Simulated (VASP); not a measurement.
Runs of VASP 6.6.1 on AlCo. The structure is that of space group Pm-3m (No. 221), or close to it. The cells are those of the table. 

```tsv
task	cell	cutoff (eV)	gap on the mesh (eV)	pressure (GPa)
single point	a = 2.819 Å, 2 atoms	520	none	1.1
relaxation of cell and atoms	relaxed to 4 GPa from a = 2.823 Å, 2 atoms	600	none	4.0
relaxation of cell and atoms	relaxed to 1 GPa from a = 2.823 Å, 2 atoms	600	none	1.0
single point	a = 2.780 Å, 2 atoms	520	none	10.1
single point	a = 2.761 Å, 2 atoms	520	none	(a)
```

Alike in all rows: level PBEsol; potentials or basis VASP PAW PBE potentials, release 64 (Al, Co); no spin polarisation; k mesh 16 × 16 × 16; smearing fermi-dirac 0.1 eV.

Task: Fill in the values left out.

Result: (a) 15.1.

Caveats: the PAW data sets were made with another functional, which shifts forces and pressure a little; the cell is relaxed towards a set pressure, so the enthalpy falls and the energy may rise (some runs).

A gap of «none» marks levels without a gap at the run's occupations.
